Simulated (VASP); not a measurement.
# Ga16HO24 (a cell with a defect) in VASP: single point with PBE

Aim: the single point of Ga16HO24 (a cell with a defect) with PBE.

All numbers are computed with VASP 6.6.1; they aren't measurements. Logs are shortened: lines on timing, memory, paths and dates and some standing lists are left out, and cuts for length are marked.

### 1 The cell of the first run

The cell holds a defect, 41 atoms: a = 5.399 Å, b = 10.798 Å, c = 10.798 Å, α = 55.86°, β = 55.86°, γ = 55.86°.

### 2 Single point, PBE

INCAR

```
SYSTEM = Ga16HO24
ALGO     = Normal         ! electronic algorithm
EDIFF    = 1E-6           ! SCF threshold, eV
ENCUT    = 520            ! plane-wave cutoff, eV
GGA      = PE             ! functional
GGA_COMPAT= .False.      
ISIF     = 2              ! what is computed and relaxed
ISMEAR   = -1             ! smearing method
LASPH    = .True.         ! aspherical terms in the spheres
LCHARG   = .True.         ! write CHGCAR
LELF     = .True.         ! ELF
LREAL    = Auto         
LVHAR    = .True.       
LWAVE    = .False.        ! write WAVECAR
NBANDS   = 202            ! bands
NELECT   = 354.0        
NELM     = 120            ! most SCF steps
PREC     = Accurate       ! precision mode
SIGMA    = 0.01           ! smearing width, eV
```

KPOINTS

```
Automatic mesh
0
Gamma
  2 2 2
  0.5 0.5 0.5
```

POSCAR

```
Ga16HO24
1.0
    2.5289754451      1.4601046709      4.5413080054
   -5.0579508901      2.9202093417      9.0826160107
    0.0000000000     -5.8404185822      9.0826160433
Ga O H
16 24 1
Direct
    0.8905649808      0.4114221630      0.4393301725
    0.6691240076      0.3162625427      0.3142774674
    0.1419529130      0.0708926769      0.0711464097
    0.3609078061      0.1750348550      0.1751273750
    0.8472199160      0.4256804933      0.9313842124
    0.6408541661      0.3201450359      0.8218817510
    0.1483883500      0.0645946036      0.5752266745
    0.3608184245      0.1792594311      0.6764065556
    0.8553989941      0.9266366524      0.4273248856
    0.6367566884      0.8255519760      0.3238982451
    0.1266868875      0.5695308192      0.0682011951
    0.3285346330      0.6856938008      0.1607006126
    0.8451550540      0.9301009613      0.9263394289
    0.6421491233      0.8225450690      0.8183955764
    0.1277072213      0.5739588317      0.5825952726
    0.3556883473      0.6771474984      0.6781743619
    0.7489541377      0.2234425246      0.0246478707
    0.4443269160      0.0274413212      0.3745427869
    0.0502619862      0.3719379109      0.2266060047
    0.2790170247      0.2756175336      0.4717247930
    0.9519851539      0.1201212328      0.2745635915
    0.5433391070      0.4727084404      0.1284658037
    0.7590612849      0.2265043131      0.5233106572
    0.4431818577      0.0259658961      0.8738000155
    0.0521490635      0.3751060879      0.7217505818
    0.2455952539      0.2754486262      0.9742417508
    0.9462837998      0.1249771794      0.7734633767
    0.5526382897      0.4725916872      0.6230423458
    0.7345428729      0.7239573163      0.0251438814
    0.4140002372      0.5529551222      0.3655222598
    0.0469357202      0.8747138041      0.2199908371
    0.2452729919      0.7764903961      0.4753864727
    0.9138066619      0.6233934062      0.2791843988
    0.5513871490      0.9721688740      0.1242671996
    0.7459894996      0.7239253142      0.5268656171
    0.4430956154      0.5238138510      0.8748434878
    0.0491198547      0.8727411337      0.7238468782
    0.2416924326      0.7751767373      0.9673380346
    0.9409955542      0.6224452031      0.7794491893
    0.5532543327      0.9735907037      0.6231390525
    0.5495208144      0.6120562509      0.3263250414
```

Potentials or basis: VASP PAW PBE potentials, release 64 (Ga_d, O, H).

Started as:

```console
$ cat potpaw_PBE.64/Ga_d/POTCAR potpaw_PBE.64/O/POTCAR potpaw_PBE.64/H/POTCAR > POTCAR
$ mpirun -np 1 vasp_std > vasp.out
```

OUTCAR:

```text
SYSTEM = Ga16HO24
   EDIFF = 1E-6
   ENCUT = 520
   GGA = PE
   ISIF = 2
   ISMEAR = -1
   LASPH = .True.
   LREAL = Auto
   NELECT = 354.0
   NELM = 120
   PREC = Accurate

 ion  position               nearest neighbor table
   1  0.891  0.411  0.439-  20 1.86  28 1.94  33 1.97  23 2.04  19 2.16   7 2.90
   2  0.669  0.316  0.314-  21 1.91  20 1.92  22 1.94  19 2.01  23 2.13  30 2.35   4 2.90
   3  0.142  0.071  0.071-  24 1.95  31 1.95  17 1.95  21 2.08  26 2.10  34 2.11   4 2.88
   4  0.361  0.175  0.175-  17 1.94  18 1.95  19 1.98  34 2.08  26 2.09  21 2.11   3 2.88   2 2.90

   5  0.847  0.426  0.931-  39 1.96  26 1.96  22 1.96  17 2.07  36 2.10  25 2.13   6 2.89
   6  0.641  0.320  0.822-  27 1.95  26 1.95  28 1.96  36 2.10  17 2.10  25 2.13   5 2.89
   7  0.148  0.065  0.575-  37 1.92  18 1.94  23 1.97  40 2.07  27 2.08  20 2.24   1 2.90
   8  0.361  0.179  0.676-  24 1.94  25 1.94  23 1.98  20 2.04  40 2.13  27 2.15
   9  0.855  0.927  0.427-  21 1.94  32 1.94  40 1.95  35 2.10  18 2.11  31 2.13  10 2.85
  10  0.637  0.826  0.324-  32 1.96  34 1.96  33 1.99  18 2.07  31 2.08  35 2.09   9 2.85
  11  0.127  0.570  0.068-  36 1.93  19 1.94  29 1.94  38 2.14  33 2.16  22 2.19  12 2.81
  12  0.329  0.686  0.161-  31 1.94  38 1.96  29 1.96  30 2.00  22 2.05  33 2.15  11 2.81  14 2.89

  13  0.845  0.930  0.926-  34 1.94  38 1.95  27 1.96  24 2.07  37 2.10  29 2.14  14 2.88
  14  0.642  0.823  0.818-  40 1.93  39 1.95  38 1.98  29 2.09  37 2.09  24 2.11  13 2.88  12 2.89

  15  0.128  0.574  0.583-  25 1.93  35 1.95  39 2.02  30 2.02  32 2.10  28 2.10  16 2.84
  16  0.356  0.677  0.678-  35 1.94  37 1.94  36 1.94  32 2.10  28 2.12  39 2.14  15 2.84
  17  0.749  0.223  0.025-   4 1.94   3 1.95   5 2.07   6 2.10
  18  0.444  0.027  0.375-   7 1.94   4 1.95  10 2.07   9 2.11
  19  0.050  0.372  0.227-  11 1.94   4 1.98   2 2.01   1 2.16
  20  0.279  0.276  0.472-   1 1.86   2 1.92   8 2.04   7 2.24
  21  0.952  0.120  0.275-   2 1.91   9 1.94   3 2.08   4 2.11
  22  0.543  0.473  0.128-   2 1.94   5 1.96  12 2.05  11 2.19
[... 16 lines left out ...]
  39  0.941  0.622  0.779-  14 1.95   5 1.96  15 2.02  16 2.14
  40  0.553  0.974  0.623-  14 1.93   9 1.95   7 2.07   8 2.13
  41  0.550  0.612  0.326-  30 1.00

  LATTYP: Found a base centered monoclinic cell.
 ALAT       =    14.7964817519
 B/A-ratio  =     0.6836693986
 C/A-ratio  =     0.3648959281
 COS(beta)  =    -0.0893300005

  Lattice vectors:

 A1 = (   7.5869263352,  -1.4601046708,  -4.5413080053)
 A2 = (   2.5289754451,   7.3005232531,  -4.5413080379)
 A3 = (   2.5289754451,   1.4601046709,   4.5413080054)

Analysis of symmetry for initial positions (statically):
=====================================================================
 Subroutine PRICEL returns:
 Original cell was already a primitive cell.

 Routine SETGRP: Setting up the symmetry group for a
 base centered monoclinic supercell.

 Subroutine GETGRP returns: Found  1 space group operations
 (whereof  1 operations were pure point group operations)
 out of a pool of  4 trial point group operations.

The static configuration has the point symmetry C_1 .

Analysis of symmetry for dynamics (positions and initial velocities):
=====================================================================
 Subroutine PRICEL returns:
 Original cell was already a primitive cell.

 Routine SETGRP: Setting up the symmetry group for a
 base centered monoclinic supercell.

 Subroutine GETGRP returns: Found  1 space group operations
 (whereof  1 operations were pure point group operations)
 out of a pool of  4 trial point group operations.

The dynamic configuration has the point symmetry C_1 .

 Subroutine INISYM returns: Found  1 space group operations
 (whereof  1 operations are pure point group operations),
 and found     1 'primitive' translations

----------------------------------------------------------------------------------------

                                     Primitive cell

  volume of cell :     402.4582

  direct lattice vectors                    reciprocal lattice vectors
     2.528975445  1.460104671  4.541308005     0.197708523  0.114147069  0.073400291
    -5.057950890  2.920209342  9.082616011    -0.098854262  0.057073535  0.036700146
     0.000000000 -5.840418582  9.082616043     0.000000000 -0.114147069  0.036700146

  length of vectors
     5.399175942 10.798351884 10.798351884     0.239803704  0.119901852  0.119901852

  position of ions in fractional coordinates (direct lattice)
     0.890564981  0.411422163  0.439330173
     0.669124008  0.316262543  0.314277467
     0.141952913  0.070892677  0.071146410
     0.360907806  0.175034855  0.175127375
     0.847219916  0.425680493  0.931384212
     0.640854166  0.320145036  0.821881751
[... 33 lines left out ...]
     0.553254333  0.973590704  0.623139053
     0.549520814  0.612056251  0.326325041

  ion indices of the primitive-cell ions
   primitive index   ion index
                 1           1
                 2           2
                 3           3
                 4           4
                 5           5
                 6           6
[... 33 lines left out ...]
                40          40
                41          41

----------------------------------------------------------------------------------------

 KPOINTS: Automatic mesh

Automatic generation of k-mesh.
 Grid dimensions read from file:
 generate k-points for:    2    2    2

 Generating k-lattice:

  Cartesian coordinates                     Fractional coordinates (reciprocal lattice)
     0.098854262  0.057073535  0.036700146     0.500000000  0.000000000  0.000000000
    -0.049427131  0.028536767  0.018350073     0.000000000  0.500000000  0.000000000
     0.000000000 -0.057073534  0.018350073     0.000000000  0.000000000  0.500000000

  Length of vectors
     0.119901852  0.059950926  0.059950926

  Shift w.r.t. Gamma in fractional coordinates (k-lattice)
     0.500000000  0.500000000  0.500000000

 Subroutine IBZKPT returns following result:
 ===========================================

 Found      4 irreducible k-points:

 Following reciprocal coordinates:
            Coordinates               Weight
  0.250000  0.250000  0.250000      2.000000
 -0.250000  0.250000  0.250000      2.000000
  0.250000 -0.250000  0.250000      2.000000
 -0.250000 -0.250000  0.250000      2.000000
   k-points           NKPTS =      4   k-points in BZ     NKDIM =      4   number of bands    NBANDS=    202
   number of dos      NEDOS =    301   number of ions     NIONS =     41
   total plane-waves  NPLWV = 256000
   dimension x,y,z NGX =    40 NGY =   80 NGZ =   80
   dimension x,y,z NGXF=    80 NGYF=  160 NGZF=  160
   ions per type =              16  24   1
   NGX,Y,Z   is equivalent  to a cutoff of  12.32, 12.32, 12.32 a.u.
   NGXF,Y,Z  is equivalent  to a cutoff of  24.63, 24.63, 24.63 a.u.
 SYSTEM =  Ga16HO24
   PREC   = accura    normal or accurate (medium, high low for compatibility)
   ISTART =      0    job   : 0-new  1-cont  2-samecut
   ICHARG =      2    charge: 1-file 2-atom 10-const
   ISPIN  =      1    spin polarized calculation?
   LNONCOLLINEAR =      F non collinear calculations
   LSORBIT =      F    spin-orbit coupling
   LASPH  =      T    aspherical Exc in radial PAW
   ENCUT  =  520.0 eV  38.22 Ry    6.18 a.u.  10.04 20.08 20.08*2*pi/ulx,y,z
   NELM   =    120;   NELMIN=  2; NELMDL= -5     # of ELM steps
   EDIFF  = 0.1E-05   stopping-criterion for ELM
   LREAL  =      T    real-space projection
   EDIFFG = 0.1E-04   stopping-criterion for IOM
   NSW    =      0    number of steps for IOM
   IBRION =     -1    ionic relax: 0-MD 1-quasi-New 2-CG
   NFREE  =      0    steps in history (QN), initial steepest desc. (CG)
   ISIF   =      2    stress and relaxation
   ISYM   =      2    0-nonsym 1-usesym 2-fastsym
   POTIM  = 0.5000    time-step for ionic-motion
   TEBEG  =    0.0;   TEEND  =   0.0 temperature during run
   PSTRESS=    0.0 pullay stress
   NELECT =     354.0000    total number of electrons
   NUPDOWN=      -1.0000    fix difference up-down
   EMIN   =  10.00;   EMAX   =-10.00  energy-range for DOS
   EFERMI =   0.00;   METHOD = LEGACY
   ISMEAR =    -1;   SIGMA  =   0.01  broadening in eV -4-tet -1-fermi 0-gaus
   EFERMI_NEDOS =   21; number of points for ismear=-14 and -15
   IALGO  =     38    algorithm
   IMIX   =      4    mixing-type and parameters
     AMIX     =   0.40;   BMIX     =  1.00
     AMIX_MAG =   1.60;   BMIX_MAG =  1.00
  volume/ion in A,a.u.               =       9.82        66.24
  Fermi-wavevector in a.u.,A,eV,Ry     =   1.568564  2.964157 33.475691  2.460394
  Thomas-Fermi vector in A             =   2.670577
   LORBIT       =      0    0 simple, 1 ext, 2 COOP (PROOUT), +10 PAW based schemes
   GGA     = PE    functional components
   LHFCALC =     F    Hartree Fock is set to
   AEXX    =    0.0000 exact exchange contribution
   IVDW    =     0    specifies the selected vdW correction
   LEPSILON=     F    determine dielectric tensor
   LRPA    =     F    only Hartree local field effects (RPA)
 non-spin polarized calculation
  energy-cutoff  :      520.00
  volume of cell :      402.46
 maximum number of plane-waves:     10842
   NGX = 21   NGY = 41   NGZ = 41

 number of electron     354.0000033 magnetization

 Free energy of the ion-electron system (eV)
  ---------------------------------------------------
  ext. energy  EPLUGINS =         0.00000000
  ---------------------------------------------------
  free energy    TOTEN  =      -230.11576632 eV

  energy without entropy =     -230.11245364  energy(sigma->0) =     -230.11410998

 E-fermi :   8.7292     XC(G=0): -12.0304

 val. band max:        8.7062371391   @ k =  -0.2500   0.2500   0.2500
 cond. band min:       8.7549788431   @ k =   0.2500  -0.2500   0.2500
 fundamental gap:      0.0487417040
 Fermi energy:         8.7291979576

 k-point     1 :       0.2500    0.2500    0.2500
  band No.  band energies     occupation
      1     -15.1007      2.00000
      2     -14.2421      2.00000
      3     -13.6178      2.00000
      4     -13.5820      2.00000
      5     -13.5399      2.00000
      6     -13.5122      2.00000
[... 757 lines left out ...]
    188      11.1175      0.00000
    189      11.2234      0.00000
 [bands above 189 left out]

------------------------ aborting loop because EDIFF is reached ----------------------------------------

  FORCE on cell =-STRESS in cart. coord.  units (eV):
  Direction    XX          YY          ZZ          XY          YZ          ZX
  --------------------------------------------------------------------------------------
  -------------------------------------------------------------------------------------
  Total       38.1473467     34.9337532     33.8494567     -0.7040846     -1.8823927      1.4125098
  in kB      151.8637502    139.0705050    134.7539443     -2.8029455     -7.4937642      5.6231707
  external PRESSURE =     141.8960665 kB  Pullay stress =       0.0000000 kB

 VOLUME and BASIS-vectors are now :
 -----------------------------------------------------------------------------
  energy-cutoff  :      520.00
  volume of cell :      402.46
      direct lattice vectors                 reciprocal lattice vectors
     2.528975445  1.460104671  4.541308005     0.197708523  0.114147069  0.073400291
    -5.057950890  2.920209342  9.082616011    -0.098854262  0.057073535  0.036700146
     0.000000000 -5.840418582  9.082616043     0.000000000 -0.114147069  0.036700146

 POSITION                                       TOTAL-FORCE (eV/Angst)
 -----------------------------------------------------------------------------------
      0.17126     -0.06412     11.77139         0.020949      0.028804      0.009215
      0.09256      0.06503      8.76565        -0.073014     -0.023168      0.047165
      0.00042     -0.00124      1.93474        -0.028988     -0.026858      0.003498
      0.02741      0.01528      4.81938        -0.070987     -0.013740      0.053555
     -0.01047     -2.95957     16.17318        -0.028857     -0.022583      0.026931
      0.00143     -2.92953     13.28291        -0.040437      0.056778     -0.013079
[... 33 lines left out ...]
     -3.52521      0.01151     17.01498         0.036478     -0.031818     -0.024398
     -1.70603      0.68382     11.01850         0.022659      0.046232      0.094462
 -----------------------------------------------------------------------------------
    total drift:                               -0.000989      0.006322     -0.006914

  FREE ENERGIE OF THE ION-ELECTRON SYSTEM (eV)
  ---------------------------------------------------
  free  energy   TOTEN  =      -230.1157663168 eV

  energy  without entropy=     -230.1124536446  energy(sigma->0) =     -230.11410998
```

It took 43 min on 1 thread of Intel Xeon 8259CL, shared host; peak memory 0.65 GiB.

What came out:

| Item | Value |
| --- | --- |
| Free energy | -230.1158 eV |
| Largest force | 0.219 eV/Å |

Forces on the atoms (eV/Å):
```
Ga   0.021  0.029  0.009
Ga  -0.073 -0.023  0.047
Ga  -0.029 -0.027  0.003
Ga  -0.071 -0.014  0.054
Ga  -0.029 -0.023  0.027
Ga  -0.040  0.057 -0.013
Ga  -0.112  0.063  0.011
Ga  -0.026  0.117  0.006
Ga   0.013  0.013  0.001
Ga   0.060 -0.029 -0.040
Ga   0.035 -0.076  0.015
Ga   0.052 -0.076 -0.032
Ga   0.050 -0.009  0.002
Ga   0.013 -0.045 -0.020
Ga   0.060  0.031 -0.048
Ga   0.062 -0.011 -0.027
O    0.081 -0.051 -0.001
O    0.060  0.015  0.014
O    0.106  0.053 -0.091
O    0.099 -0.054  0.019
O    0.102  0.005 -0.037
O    0.009  0.087 -0.077
O    0.103 -0.181 -0.069
O    0.008 -0.033  0.046
O   -0.007 -0.086 -0.023
O    0.026  0.024 -0.031
O    0.048 -0.082  0.029
O   -0.105 -0.145  0.056
O   -0.071  0.043 -0.006
O   -0.066 -0.026 -0.054
O   -0.067  0.043  0.033
O   -0.075  0.054  0.010
O   -0.113  0.105  0.089
O   -0.035  0.031 -0.053
O   -0.032 -0.026  0.030
O    0.019  0.061  0.001
O   -0.002 -0.016 -0.022
O   -0.089  0.161  0.009
O   -0.044  0.025  0.064
O    0.036 -0.032 -0.024
H    0.023  0.046  0.094
```

Levels at points of the mesh, in eV from the Fermi level:
| k point | band 175 | band 176 | band 177 | band 178 | band 179 | band 180 |
| --- | --- | --- | --- | --- | --- | --- |
| (0.25, 0.25, 0.25) | -4.80 | -4.66 | -1.15 | 1.31 | 1.42 | 1.52 |

Caveat: the k points lie up to 0.58 Å⁻¹ apart; the cell carries a net charge on a neutralising background, which shifts energy and pressure; the cell is charged against a uniform background, so pressure and absolute levels hang on convention.
